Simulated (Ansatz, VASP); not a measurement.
One calculation of Tl, two programs

INCAR

```
PREC = Accurate
ENCUT = 520
EDIFF = 1E-6
ISMEAR = -1
SIGMA = 0.05
LREAL = F
LASPH = T
NELM = 60
ALGO = Normal
ISIF = 2
LWAVE = F
LCHARG = F
GGA = PS
NBANDS = 20
```

KPOINTS

```
Automatic mesh
0
Gamma
  8 8 8
```

The input POSCAR:

```
Tl
1.0
    0.0000000000      3.4017220227      3.4017220227
    3.4017220227      0.0000000000      3.4017220227
    3.4017220227      3.4017220227      0.0000000000
Tl
2
Direct
   -0.2600000000     -0.0800000000     -0.0800000000
    0.2600000000      0.0800000000      0.0800000000
```

Input for Ansatz:

```yaml
crystal:
  lattice:
    - [0.0, 3.4017220227, 3.4017220227]
    - [3.4017220227, 0.0, 3.4017220227]
    - [3.4017220227, 3.4017220227, 0.0]
  atoms:
    - { symbol: Tl, position: [-0.26, -0.08, -0.08] }
    - { symbol: Tl, position: [0.26, 0.08, 0.08] }
kpoints:
  mp_grid: { grid: [8, 8, 8] }
scf:
  occupations: { method: fermi_dirac, width: 0.05 }
hamiltonian:
  xc: pbesol
  pseudopotentials: { kind: all_electron, lapw: { basis_error: 0.001 } }
output:
  forces: true
  stress: true
  eigenvalues: true
  populations: true
```

Change from the starting cell: shortest bond scaled by 0.64, LAPW.

Alike in both runs: task single point; functional PBEsol; k mesh 8 × 8 × 8; occupations fermi-dirac, width 0.05 eV; no spin polarisation.

```csv
,VASP,Ansatz
version,VASP 6.6.1,Ansatz 0.2.0
potentials or method,"VASP PAW PBE potentials, release 64 (Tl_d), cutoff 520 eV","all-electron LAPW, scalar-relativistic"
```

```tsv
	VASP	Ansatz	Ansatz less VASP
pressure (GPa)	48.1	50.8	+2.68
traceless stress, the component that is largest in VASP (GPa)	-52.08	-54.71	-2.623
rms of the force components (eV/Å)	23.820	24.998	+1.1782
```

VASP's potentials were made for PBE, not for PBEsol. Atom by atom the forces differ by 1.178 eV/Å (rms over components). Both programs put the cell under a high pressure, so it lies far from rest at this level. Ansatz ran all-electron here, and VASP with PAW potentials.

Spin-orbit coupling is off throughout.
